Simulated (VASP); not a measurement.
# Te5W (R32) in VASP: single point with PBE

Aim: the single point of Te5W with PBE.

Program: VASP 6.6.1. These are calculated values, not measurements. Logs are shortened: lines on timing, memory, paths and dates and some standing lists are left out, and cuts for length are marked.

## (1) The cell of the first run

It takes space group R32 (No. 155, trigonal). The conventional cell has a = 6.547 Å, b = 6.547 Å, c = 18.494 Å, α = 90.00°, β = 90.00°, γ = 120.00°. Within 4.9 Å of Te (site symmetry 2) lie 10 Te at 3.77 to 3.79 Å and 2 W at 3.78 Å. Within 4.9 Å of Te (site symmetry 3) lie 9 Te at 3.77 to 3.79 Å and 3 W at 3.78 Å. Within 5.0 Å of W (site symmetry 32) lie 12 Te at 3.78 Å.

## (2) Single point, PBE

Input file INCAR:

```
  PREC = Accurate
  ENCUT = 500
  EDIFF = 1E-6
  ISMEAR = 0
  SIGMA = 0.1
  LREAL = False
  LASPH = True
  NELM = 120
  ALGO = Normal
  ISIF = 2
  LWAVE = False
  LCHARG = True
  GGA = PE
  LELF = True
  LVHAR = True
  NBANDS = 31
  GGA_COMPAT = False
```

Input file KPOINTS:

```
Automatic mesh
0
Gamma
  3 3 3
```

Input file POSCAR:

```
Te5W
1.0
    3.2735286100      1.8899726300      6.1647343000
   -3.2735286100      1.8899726300      6.1647343000
    0.0000000000     -3.7799452500      6.1647343000
Te W
5 1
Direct
    0.6659068300      0.3340931700      0.0000000000
    0.1671338100      0.1671338100      0.1671338100
    0.0000000000      0.6659068300      0.3340931700
    0.3340931700      0.0000000000      0.6659068300
    0.8328661900      0.8328661900      0.8328661900
    0.5000000000      0.5000000000      0.5000000000
```

Potentials or basis: VASP PAW PBE potentials, release 64 (Te, W_sv).

The run is started by

```
cat potpaw_PBE.64/Te/POTCAR potpaw_PBE.64/W_sv/POTCAR > POTCAR
mpirun -np 1 vasp_std > vasp.out
```

OUTCAR:

```text
PREC = Accurate
   ENCUT = 500
   EDIFF = 1E-6
   ISMEAR = 0
   LREAL = False
   LASPH = True
   NELM = 120
   ISIF = 2
   GGA = PE

 ion  position               nearest neighbor table
   1  0.666  0.334  0.000-
   2  0.167  0.167  0.167-
   3  0.000  0.666  0.334-
   4  0.334  0.000  0.666-
   5  0.833  0.833  0.833-
   6  0.500  0.500  0.500-

  LATTYP: Found a trigonal (rhomboedric) cell.
 ALAT       =     7.2313162766
 COS(alpha) =     0.5901475222

  Lattice vectors:

 A1 = (   3.2735286100,   1.8899726300,   6.1647343000)
 A2 = (  -3.2735286100,   1.8899726300,   6.1647343000)
 A3 = (   0.0000000000,  -3.7799452500,   6.1647343000)

Analysis of symmetry for initial positions (statically):
=====================================================================
 Subroutine PRICEL returns:
 Original cell was already a primitive cell.

 Routine SETGRP: Setting up the symmetry group for a
 trigonal (rhombohedral) supercell.

 Subroutine GETGRP returns: Found  6 space group operations
 (whereof  6 operations were pure point group operations)
 out of a pool of 12 trial point group operations.

The static configuration has the point symmetry D_3 .

Analysis of symmetry for dynamics (positions and initial velocities):
=====================================================================
 Subroutine PRICEL returns:
 Original cell was already a primitive cell.

 Routine SETGRP: Setting up the symmetry group for a
 trigonal (rhombohedral) supercell.

 Subroutine GETGRP returns: Found  6 space group operations
 (whereof  6 operations were pure point group operations)
 out of a pool of 12 trial point group operations.

The dynamic configuration has the point symmetry D_3 .

 Subroutine INISYM returns: Found  6 space group operations
 (whereof  6 operations are pure point group operations),
 and found     1 'primitive' translations

----------------------------------------------------------------------------------------

                                     Primitive cell

  volume of cell :     228.8428

  direct lattice vectors                    reciprocal lattice vectors
     3.273528610  1.889972630  6.164734300     0.152740379  0.088184699  0.054070998
    -3.273528610  1.889972630  6.164734300    -0.152740379  0.088184699  0.054070998
     0.000000000 -3.779945250  6.164734300     0.000000000 -0.176369397  0.054070998

  length of vectors
     7.231316277  7.231316277  7.231316276     0.184471779  0.184471779  0.184471779

  position of ions in fractional coordinates (direct lattice)
     0.665906830  0.334093170  0.000000000
     0.167133810  0.167133810  0.167133810
     0.000000000  0.665906830  0.334093170
     0.334093170  0.000000000  0.665906830
     0.832866190  0.832866190  0.832866190
     0.500000000  0.500000000  0.500000000

  ion indices of the primitive-cell ions
   primitive index   ion index
                 1           1
                 2           2
                 3           3
                 4           4
                 5           5
                 6           6

----------------------------------------------------------------------------------------

 KPOINTS: Automatic mesh

Automatic generation of k-mesh.
 Grid dimensions read from file:
 generate k-points for:    3    3    3

 Generating k-lattice:

  Cartesian coordinates                     Fractional coordinates (reciprocal lattice)
     0.050913460  0.029394900  0.018023666     0.333333333  0.000000000 -0.000000000
    -0.050913460  0.029394900  0.018023666     0.000000000  0.333333333 -0.000000000
     0.000000000 -0.058789799  0.018023666    -0.000000000 -0.000000000  0.333333333

  Length of vectors
     0.061490593  0.061490593  0.061490593

  Shift w.r.t. Gamma in fractional coordinates (k-lattice)
     0.000000000  0.000000000  0.000000000

 Subroutine IBZKPT returns following result:
 ===========================================

 Found      6 irreducible k-points:

 Following reciprocal coordinates:
            Coordinates               Weight
  0.000000  0.000000  0.000000      1.000000
  0.333333 -0.000000  0.000000      6.000000
  0.333333  0.333333  0.000000      6.000000
 -0.333333  0.333333  0.000000      6.000000
  0.333333  0.333333  0.333333      2.000000
 -0.333333  0.333333  0.333333      6.000000
   k-points           NKPTS =      6   k-points in BZ     NKDIM =      6   number of bands    NBANDS=     31
   number of dos      NEDOS =    301   number of ions     NIONS =      6
   total plane-waves  NPLWV = 157464
   dimension x,y,z NGX =    54 NGY =   54 NGZ =   54
   dimension x,y,z NGXF=   108 NGYF=  108 NGZF=  108
   ions per type =               5   1
   NGX,Y,Z   is equivalent  to a cutoff of  12.41, 12.41, 12.41 a.u.
   NGXF,Y,Z  is equivalent  to a cutoff of  24.83, 24.83, 24.83 a.u.
 SYSTEM =  unknown system
   PREC   = accura    normal or accurate (medium, high low for compatibility)
   ISTART =      0    job   : 0-new  1-cont  2-samecut
   ICHARG =      2    charge: 1-file 2-atom 10-const
   ISPIN  =      1    spin polarized calculation?
   LNONCOLLINEAR =      F non collinear calculations
   LSORBIT =      F    spin-orbit coupling
   LASPH  =      T    aspherical Exc in radial PAW
   ENCUT  =  500.0 eV  36.75 Ry    6.06 a.u.  13.18 13.18 13.18*2*pi/ulx,y,z
   NELM   =    120;   NELMIN=  2; NELMDL= -5     # of ELM steps
   EDIFF  = 0.1E-05   stopping-criterion for ELM
   LREAL  =      F    real-space projection
   EDIFFG = 0.1E-04   stopping-criterion for IOM
   NSW    =      0    number of steps for IOM
   IBRION =     -1    ionic relax: 0-MD 1-quasi-New 2-CG
   NFREE  =      0    steps in history (QN), initial steepest desc. (CG)
   ISIF   =      2    stress and relaxation
   ISYM   =      2    0-nonsym 1-usesym 2-fastsym
   POTIM  = 0.5000    time-step for ionic-motion
   TEBEG  =    0.0;   TEEND  =   0.0 temperature during run
   PSTRESS=    0.0 pullay stress
   NELECT =      44.0000    total number of electrons
   NUPDOWN=      -1.0000    fix difference up-down
   EMIN   =  10.00;   EMAX   =-10.00  energy-range for DOS
   EFERMI =   0.00;   METHOD = LEGACY
   ISMEAR =     0;   SIGMA  =   0.10  broadening in eV -4-tet -1-fermi 0-gaus
   EFERMI_NEDOS =   21; number of points for ismear=-14 and -15
   IALGO  =     38    algorithm
   IMIX   =      4    mixing-type and parameters
     AMIX     =   0.40;   BMIX     =  1.00
     AMIX_MAG =   1.60;   BMIX_MAG =  1.00
  volume/ion in A,a.u.               =      38.14       257.38
  Fermi-wavevector in a.u.,A,eV,Ry     =   0.944887  1.785578 12.147442  0.892812
  Thomas-Fermi vector in A             =   2.072735
   LORBIT       =      0    0 simple, 1 ext, 2 COOP (PROOUT), +10 PAW based schemes
   GGA     = PE    functional components
   LHFCALC =     F    Hartree Fock is set to
   AEXX    =    0.0000 exact exchange contribution
   IVDW    =     0    specifies the selected vdW correction
   LEPSILON=     F    determine dielectric tensor
   LRPA    =     F    only Hartree local field effects (RPA)
 non-spin polarized calculation
 Gauss-broadening in eV      SIGMA  =   0.10
  energy-cutoff  :      500.00
  volume of cell :      228.84
 maximum number of plane-waves:      5836
 NGX is ok and might be reduce to    54
   NGX = 27   NGY = 27   NGZ = 27

 number of electron      44.0000002 magnetization

 Free energy of the ion-electron system (eV)
  ---------------------------------------------------
  ext. energy  EPLUGINS =         0.00000000
  ---------------------------------------------------
  free energy    TOTEN  =       -19.06075777 eV

  energy without entropy =      -18.99293774  energy(sigma->0) =      -19.02684776

 E-fermi :   4.0362     XC(G=0):  -8.8837

 val. band max:        4.0073973679   @ k =   0.3333   0.3333   0.0000
 cond. band min:       4.0476522100   @ k =   0.3333  -0.0000   0.0000
 fundamental gap:      0.0402548421
 Fermi energy:         4.0362131712

 k-point     1 :       0.0000    0.0000    0.0000
  band No.  band energies     occupation
      1     -70.8621      2.00000
      2     -34.9866      2.00000
      3     -34.9866      2.00000
      4     -34.8562      2.00000
      5      -7.7085      2.00000
      6      -6.2793      2.00000
[... 23 lines left out ...]
     30       5.4653      0.00000
     31       9.2694      0.00000

 k-point     2 :       0.3333   -0.0000    0.0000
  band No.  band energies     occupation
      1     -70.8621      2.00000
      2     -34.9866      2.00000
      3     -34.9866      2.00000
      4     -34.8562      2.00000
      5      -7.3613      2.00000
      6      -6.4877      2.00000
[... 23 lines left out ...]
     30       5.3941      0.00000
     31       8.2264      0.00000

 k-point     3 :       0.3333    0.3333    0.0000
  band No.  band energies     occupation
      1     -70.8621      2.00000
      2     -34.9866      2.00000
      3     -34.9866      2.00000
      4     -34.8562      2.00000
      5      -7.2742      2.00000
      6      -6.3410      2.00000
[... 23 lines left out ...]
     30       5.4160      0.00000
     31       8.2809      0.00000

 k-point     4 :      -0.3333    0.3333    0.0000
  band No.  band energies     occupation
      1     -70.8621      2.00000
      2     -34.9866      2.00000
      3     -34.9866      2.00000
      4     -34.8562      2.00000
      5      -6.8819      2.00000
      6      -6.7126      2.00000
[... 23 lines left out ...]
     30       5.2672      0.00000
     31       8.6304      0.00000

 k-point     5 :       0.3333    0.3333    0.3333
  band No.  band energies     occupation
      1     -70.8621      2.00000
      2     -34.9866      2.00000
      3     -34.9866      2.00000
      4     -34.8562      2.00000
      5      -7.4432      2.00000
      6      -6.7005      2.00000
[... 23 lines left out ...]
     30       5.4308      0.00000
     31       8.8673      0.00000

 k-point     6 :      -0.3333    0.3333    0.3333
  band No.  band energies     occupation
      1     -70.8621      2.00000
      2     -34.9866      2.00000
      3     -34.9866      2.00000
      4     -34.8562      2.00000
      5      -6.9824      2.00000
      6      -6.7579      2.00000
[... 23 lines left out ...]
     30       5.4657      0.00000
     31       8.0341      0.00000

------------------------ aborting loop because EDIFF is reached ----------------------------------------

  FORCE on cell =-STRESS in cart. coord.  units (eV):
  Direction    XX          YY          ZZ          XY          YZ          ZX
  --------------------------------------------------------------------------------------
  -------------------------------------------------------------------------------------
  Total      -15.9382985    -15.9382986    -17.0628276      0.0000000     -0.0000000      0.0000000
  in kB     -111.5874287   -111.5874290   -119.4604967      0.0000000     -0.0000001      0.0000000
  external PRESSURE =    -114.2117848 kB  Pullay stress =       0.0000000 kB

 VOLUME and BASIS-vectors are now :
 -----------------------------------------------------------------------------
  energy-cutoff  :      500.00
  volume of cell :      228.84
      direct lattice vectors                 reciprocal lattice vectors
     3.273528610  1.889972630  6.164734300     0.152740379  0.088184699  0.054070998
    -3.273528610  1.889972630  6.164734300    -0.152740379  0.088184699  0.054070998
     0.000000000 -3.779945250  6.164734300     0.000000000 -0.176369397  0.054070998

 POSITION                                       TOTAL-FORCE (eV/Angst)
 -----------------------------------------------------------------------------------
      1.08620      1.88997      6.16473        -0.256519      0.000000      0.000000
      0.00000      0.00000      3.09101         0.000000      0.000000      0.050652
     -2.17987     -0.00431      6.16473         0.128260     -0.222152      0.000000
      1.09366     -1.88566      6.16473         0.128260      0.222152      0.000000
      0.00000      0.00000     15.40320         0.000000     -0.000000     -0.050652
      0.00000      0.00000      9.24710         0.000000      0.000000      0.000000
 -----------------------------------------------------------------------------------
    total drift:                                0.000000     -0.000000      0.000000

  FREE ENERGIE OF THE ION-ELECTRON SYSTEM (eV)
  ---------------------------------------------------
  free  energy   TOTEN  =       -19.0607577700 eV

  energy  without entropy=      -18.9929377418  energy(sigma->0) =      -19.02684776
```

It took 62 s on 1 thread of AMD EPYC 9R45 (Zen 5), shared host; peak memory 0.37 GiB.

What came out:

| Quantity | Value |
| --- | --- |
| Free energy | -19.0608 eV |
| Pressure | -11.4 GPa |
| Largest force | 0.257 eV/Å |
| Band gap on the k mesh | zero (band 22 reaches 4.05 eV, above the bottom of band 23 at 4.01 eV) |

Forces in eV/Å, atoms in the order of the input:
```
Te  -0.257  0.000  0.000
Te   0.000  0.000  0.051
Te   0.128 -0.222  0.000
Te   0.128  0.222  0.000
Te   0.000  0.000 -0.051
W    0.000  0.000  0.000
```

Stress tensor (GPa, compression positive):
```
-11.16   0.00   0.00
  0.00 -11.16   0.00
  0.00   0.00 -11.95
```

Caveat: the k points lie up to 0.39 Å⁻¹ apart; spin-orbit coupling is left out, which moves the levels of the heavy elements.
